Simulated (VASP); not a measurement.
# Cu (I4/mmm) in VASP: notebook, part 2 of 2

VASP 6.6.1. Earlier steps stand in the parts before.

## (4) Single point, PBEsol (strain +0.000 along x and y, +0.015 along z)

Contents of INCAR:

```
ALGO = Fast ; EDIFF = 1E-6
ENCUT = 520 ; GGA = PS
ISIF = 2 ; ISMEAR = 0
LASPH = T ; LCHARG = T
LELF = T ; LREAL = F
LVHAR = T ; LWAVE = F
NBANDS = 12 ; NELM = 60
PREC = Accurate ; SIGMA = 0.15
```

Contents of KPOINTS:

```
k-points
0
Gamma
  24 24 24
```

Contents of POSCAR:

```
Cu
1.0
   -1.4427933200      1.4427933200      1.3967226717
    1.4427933200     -1.4427933200      1.3967226717
    1.4427933200      1.4427933200     -1.3967226717
Cu
1
Direct
    0.0000000000      0.0000000000      0.0000000000
```

Potentials or basis: VASP PAW PBE potentials, release 64 (Cu).

Run with:

```sh
$ cat potpaw_PBE.64/Cu/POTCAR > POTCAR
$ mpirun -np 1 vasp_std > vasp.out
```

OUTCAR:

```text
EDIFF = 1E-6
   ENCUT = 520
   GGA = PS
   ISIF = 2
   ISMEAR = 0
   LASPH = T
   LREAL = F
   NELM = 60
   PREC = Accurate

 ion  position               nearest neighbor table
   1  0.000  0.000  0.000-

  LATTYP: Found a body centered tetragonal cell.
 ALAT       =     2.8855866400
 C/A-ratio  =     0.9680684353

  Lattice vectors:

 A1 = (  -1.4427933200,   1.4427933200,   1.3967226717)
 A2 = (   1.4427933200,  -1.4427933200,   1.3967226717)
 A3 = (   1.4427933200,   1.4427933200,  -1.3967226717)

Analysis of symmetry for initial positions (statically):
=====================================================================
 Subroutine PRICEL returns:
 Original cell was already a primitive cell.

 Routine SETGRP: Setting up the symmetry group for a
 body centered tetragonal supercell.

 Subroutine GETGRP returns: Found 16 space group operations
 (whereof 16 operations were pure point group operations)
 out of a pool of 16 trial point group operations.

The static configuration has the point symmetry D_4h.

Analysis of symmetry for dynamics (positions and initial velocities):
=====================================================================
 Subroutine PRICEL returns:
 Original cell was already a primitive cell.

 Routine SETGRP: Setting up the symmetry group for a
 body centered tetragonal supercell.

 Subroutine GETGRP returns: Found 16 space group operations
 (whereof 16 operations were pure point group operations)
 out of a pool of 16 trial point group operations.

The dynamic configuration has the point symmetry D_4h.

 Subroutine INISYM returns: Found 16 space group operations
 (whereof 16 operations are pure point group operations),
 and found     1 'primitive' translations

----------------------------------------------------------------------------------------

                                     Primitive cell

  volume of cell :      11.6300

  direct lattice vectors                    reciprocal lattice vectors
    -1.442793320  1.442793320  1.396722672     0.000000000  0.346549983  0.357980872
     1.442793320 -1.442793320  1.396722672     0.346549983  0.000000000  0.357980872
     1.442793320  1.442793320 -1.396722672     0.346549983  0.346549983  0.000000000

  length of vectors
     2.472678578  2.472678578  2.472678578     0.498244112  0.498244112  0.490095685

  position of ions in fractional coordinates (direct lattice)
     0.000000000  0.000000000  0.000000000

  ion indices of the primitive-cell ions
   primitive index   ion index
                 1           1

----------------------------------------------------------------------------------------

 KPOINTS: k-points

Automatic generation of k-mesh.
 Grid dimensions read from file:
 generate k-points for:   24   24   24

 Generating k-lattice:

  Cartesian coordinates                     Fractional coordinates (reciprocal lattice)
     0.000000000  0.014439583  0.014915870     0.041666667  0.000000000  0.000000000
     0.014439583  0.000000000  0.014915870     0.000000000  0.041666667  0.000000000
     0.014439583  0.014439583  0.000000000     0.000000000  0.000000000  0.041666667

  Length of vectors
     0.020760171  0.020760171  0.020420654

  Shift w.r.t. Gamma in fractional coordinates (k-lattice)
     0.000000000  0.000000000  0.000000000

 Subroutine IBZKPT returns following result:
 ===========================================

 Found   1063 irreducible k-points:

 Following reciprocal coordinates:
            Coordinates               Weight
  0.000000  0.000000  0.000000      1.000000
  0.041667 -0.000000  0.000000      8.000000
  0.083333 -0.000000  0.000000      8.000000
  0.125000  0.000000  0.000000      8.000000
  0.166667  0.000000  0.000000      8.000000
  0.208333 -0.000000  0.000000      8.000000
[... 16 lines left out ...]
  0.416667  0.041667  0.000000     16.000000
  0.458333  0.041667  0.000000     16.000000
 [... further k-points ...]
   k-points           NKPTS =   1063   k-points in BZ     NKDIM =   1063   number of bands    NBANDS=     12
   number of dos      NEDOS =    301   number of ions     NIONS =      1
   total plane-waves  NPLWV =   5832
   dimension x,y,z NGX =    18 NGY =   18 NGZ =   18
   dimension x,y,z NGXF=    36 NGYF=   36 NGZF=   36
   ions per type =               1
   NGX,Y,Z   is equivalent  to a cutoff of  12.10, 12.10, 12.10 a.u.
   NGXF,Y,Z  is equivalent  to a cutoff of  24.20, 24.20, 24.20 a.u.
 SYSTEM =  unknown system
   PREC   = accura    normal or accurate (medium, high low for compatibility)
   ISTART =      0    job   : 0-new  1-cont  2-samecut
   ICHARG =      2    charge: 1-file 2-atom 10-const
   ISPIN  =      1    spin polarized calculation?
   LNONCOLLINEAR =      F non collinear calculations
   LSORBIT =      F    spin-orbit coupling
   LASPH  =      T    aspherical Exc in radial PAW
   ENCUT  =  520.0 eV  38.22 Ry    6.18 a.u.   4.60  4.60  4.60*2*pi/ulx,y,z
   NELM   =     60;   NELMIN=  2; NELMDL= -5     # of ELM steps
   EDIFF  = 0.1E-05   stopping-criterion for ELM
   LREAL  =      F    real-space projection
   EDIFFG = 0.1E-04   stopping-criterion for IOM
   NSW    =      0    number of steps for IOM
   IBRION =     -1    ionic relax: 0-MD 1-quasi-New 2-CG
   NFREE  =      0    steps in history (QN), initial steepest desc. (CG)
   ISIF   =      2    stress and relaxation
   ISYM   =      2    0-nonsym 1-usesym 2-fastsym
   POTIM  = 0.5000    time-step for ionic-motion
   TEBEG  =    0.0;   TEEND  =   0.0 temperature during run
   PSTRESS=    0.0 pullay stress
   NELECT =      11.0000    total number of electrons
   NUPDOWN=      -1.0000    fix difference up-down
   EMIN   =  10.00;   EMAX   =-10.00  energy-range for DOS
   EFERMI =   0.00;   METHOD = LEGACY
   ISMEAR =     0;   SIGMA  =   0.15  broadening in eV -4-tet -1-fermi 0-gaus
   EFERMI_NEDOS =   21; number of points for ismear=-14 and -15
   IALGO  =     68    algorithm
   IMIX   =      4    mixing-type and parameters
     AMIX     =   0.40;   BMIX     =  1.00
     AMIX_MAG =   1.60;   BMIX_MAG =  1.00
  volume/ion in A,a.u.               =      11.63        78.48
  Fermi-wavevector in a.u.,A,eV,Ry     =   1.606989  3.036769 35.135873  2.582414
  Thomas-Fermi vector in A             =   2.703089
   LORBIT       =      0    0 simple, 1 ext, 2 COOP (PROOUT), +10 PAW based schemes
   GGA     = PS    functional components
   LHFCALC =     F    Hartree Fock is set to
   AEXX    =    0.0000 exact exchange contribution
   IVDW    =     0    specifies the selected vdW correction
   LEPSILON=     F    determine dielectric tensor
   LRPA    =     F    only Hartree local field effects (RPA)
 non-spin polarized calculation
 RMM-DIIS sequential band-by-band and
 Gauss-broadening in eV      SIGMA  =   0.15
  energy-cutoff  :      520.00
  volume of cell :       11.63
 maximum number of plane-waves:       333
   NGX =  9   NGY =  9   NGZ =  9

 number of electron      10.9999987 magnetization

 Free energy of the ion-electron system (eV)
  ---------------------------------------------------
  ext. energy  EPLUGINS =         0.00000000
  ---------------------------------------------------
  free energy    TOTEN  =        -4.26971761 eV

  energy without entropy =       -4.26516664  energy(sigma->0) =       -4.26744213

 E-fermi :   7.5853     XC(G=0): -12.9993

 val. band max:        7.5789333747   @ k =  -0.0833  -0.4583   0.0417
 cond. band min:       7.5859874673   @ k =  -0.2917  -0.2917   0.2083
 fundamental gap:      0.0070540926
 Fermi energy:         7.5852554110

 k-point     1 :       0.0000    0.0000    0.0000
  band No.  band energies     occupation
      1      -1.9090      2.00000
      2       4.3535      2.00000
      3       4.4841      2.00000
      4       4.4841      2.00000
      5       5.4089      2.00000
      6       5.5468      2.00000
      7      32.4808      0.00000
      8      32.4808      0.00000
      9      33.2914      0.00000
     10      36.1601      0.00000
     11      36.1602      0.00000
     12      36.4422      0.00000
[... 331 lines left out ...]
 k-point    24 :       0.4583    0.0417    0.0000
  band No.  band energies     occupation
      1       2.4948      2.00000
      2       3.6643      2.00000
      3       5.4342      2.00000
      4       5.5919      2.00000
      5       6.0700      2.00000
      6       7.1892      1.99981
      7      12.2691      0.00000
      8      24.2351      0.00000
      9      24.9367      0.00000
     10      29.3364      0.00000
     11      32.2775      0.00000
     12      41.1241      0.00000

 [... further k-points ...]
[... 5 lines left out ...]
  --------------------------------------------------------------------------------------
  -------------------------------------------------------------------------------------
  Total       -0.2133618     -0.2133618     -0.2249537      0.0000000      0.0000000      0.0000000
  in kB      -29.3933389    -29.3933389    -30.9902726      0.0000000      0.0000000      0.0000000
  external PRESSURE =     -29.9256501 kB  Pullay stress =       0.0000000 kB

 VOLUME and BASIS-vectors are now :
 -----------------------------------------------------------------------------
  energy-cutoff  :      520.00
  volume of cell :       11.63
      direct lattice vectors                 reciprocal lattice vectors
    -1.442793320  1.442793320  1.396722672     0.000000000  0.346549983  0.357980872
     1.442793320 -1.442793320  1.396722672     0.346549983  0.000000000  0.357980872
     1.442793320  1.442793320 -1.396722672     0.346549983  0.346549983  0.000000000

 POSITION                                       TOTAL-FORCE (eV/Angst)
 -----------------------------------------------------------------------------------
      0.00000      0.00000      0.00000        -0.000000      0.000000     -0.000000
 -----------------------------------------------------------------------------------
    total drift:                                0.000000     -0.000000      0.000000

  FREE ENERGIE OF THE ION-ELECTRON SYSTEM (eV)
  ---------------------------------------------------
  free  energy   TOTEN  =        -4.2697176137 eV

  energy  without entropy=       -4.2651666432  energy(sigma->0) =       -4.26744213
```

OSZICAR:

```text
N       E                     dE             d eps       ncg     rms          rms(c)
DAV:   1     0.423312780247E+02    0.42331E+02   -0.53945E+03 28344   0.154E+03
DAV:   2    -0.399111839756E+01   -0.46322E+02   -0.42760E+02 26368   0.205E+02
DAV:   3    -0.534217308235E+01   -0.13511E+01   -0.13399E+01 29524   0.399E+01
DAV:   4    -0.535041968623E+01   -0.82466E-02   -0.82455E-02 28856   0.277E+00
DAV:   5    -0.535049577451E+01   -0.76088E-04   -0.76086E-04 29536   0.269E-01    0.828E+00
RMM:   6    -0.466831405791E+01    0.68218E+00   -0.35988E+00 31986   0.352E+01    0.470E+00
RMM:   7    -0.428600632053E+01    0.38231E+00   -0.51354E-01 31650   0.129E+01    0.107E+00
RMM:   8    -0.427196856181E+01    0.14038E-01   -0.16179E-02 32798   0.130E+00    0.352E-01
RMM:   9    -0.426965202051E+01    0.23165E-02   -0.40939E-03 33044   0.120E+00    0.193E-02
RMM:  10    -0.426970635905E+01   -0.54339E-04   -0.48543E-04 33382   0.311E-01    0.122E-02
RMM:  11    -0.426971614115E+01   -0.97821E-05   -0.92924E-05 35508   0.115E-01    0.866E-03
RMM:  12    -0.426971732917E+01   -0.11880E-05   -0.11412E-05 33698   0.399E-02    0.219E-03
RMM:  13    -0.426971761375E+01   -0.28458E-06   -0.21400E-06 24204   0.153E-02
   1 F= -.42697176E+01 E0= -.42674421E+01  d E =-.455097E-02
```

stdout:

```text
POSCAR found type information on POSCAR Cu
 POSCAR found :  1 types and       1 ions
 scaLAPACK will be used
 -----------------------------------------------------------------------------
|                                                                             |
|                                                                             |
|     You enforced a specific xc type in the INCAR file but a different       |
|     I HOPE YOU KNOW WHAT YOU ARE DOING!                                     |
|                                                                             |
 -----------------------------------------------------------------------------

 LDA part: xc-table for (Slater+PW92), standard interpolation
 POSCAR, INCAR and KPOINTS ok, starting setup
 FFT: planning ... GRIDC
 FFT: planning ... GRID_SOFT
 FFT: planning ... GRID
 WAVECAR not read
 entering main loop
WARNING in EDDRMM: call to ZHEGV failed, returncode =   6  3     10
WARNING in EDDRMM: call to ZHEGV failed, returncode =   6  3      9
WARNING in EDDRMM: call to ZHEGV failed, returncode =   6  3     10
WARNING in EDDRMM: call to ZHEGV failed, returncode =   6  3     10
WARNING in EDDRMM: call to ZHEGV failed, returncode =   6  3      9
WARNING in EDDRMM: call to ZHEGV failed, returncode =   6  3      9
WARNING in EDDRMM: call to ZHEGV failed, returncode =   6  3     10
WARNING in EDDRMM: call to ZHEGV failed, returncode =   6  3      9
WARNING in EDDRMM: call to ZHEGV failed, returncode =   6  3      9
```

It took 73 s on 1 thread of AMD EPYC 9R45 (Zen 5), shared host; peak memory 0.21 GiB.

What came out:

```
Free energy : -4.2697 eV
Pressure    : -3.0 GPa
```

Levels at points of the mesh, in eV from the Fermi level:
```csv
k point,band 3,band 4,band 5,band 6,band 7,band 8,band 9,band 10
"(0.00, 0.00, 0.00)",-3.10,-3.10,-2.18,-2.04,24.90,24.90,25.71,28.57
"(0.50, 0.00, 0.00)",-2.13,-1.95,-1.35,-0.57,4.54,17.33,17.38,21.26
"(0.50, 0.50, 0.00)",-2.24,-2.03,-1.37,-0.82,4.19,18.18,18.34,22.05
"(0.50, 0.50, 0.50)",-1.54,-1.54,-1.51,7.82,7.82,9.06,13.39,13.88
```

Caveat: the cell differs from its parent crystal (strain +0.000 along x and y, +0.015 along z); the PAW data sets were made with another functional, which shifts forces and pressure a little.

## (5) Overview

```csv
cell,gap on the mesh (eV),pressure (GPa)
"a = 2.447 Å, angles 109.0, 109.0, 110.4°, 1 atom",none,2.0
"a = 2.459 Å, angles 109.4, 109.4, 109.6°, 1 atom",none,-0.5
"a = 2.473 Å, angles 108.6, 108.6, 111.2°, 1 atom",none,-3.0
```

Alike in all rows: task single point; level PBEsol; potentials or basis VASP PAW PBE potentials, release 64 (Cu); no spin polarisation; k mesh 24 × 24 × 24; cutoff (eV) 520; smearing gaussian 0.15 eV.

Caveats: the PAW data sets were made with another functional, which shifts forces and pressure a little.

Absolute energies hang on the potentials; compare differences alone.
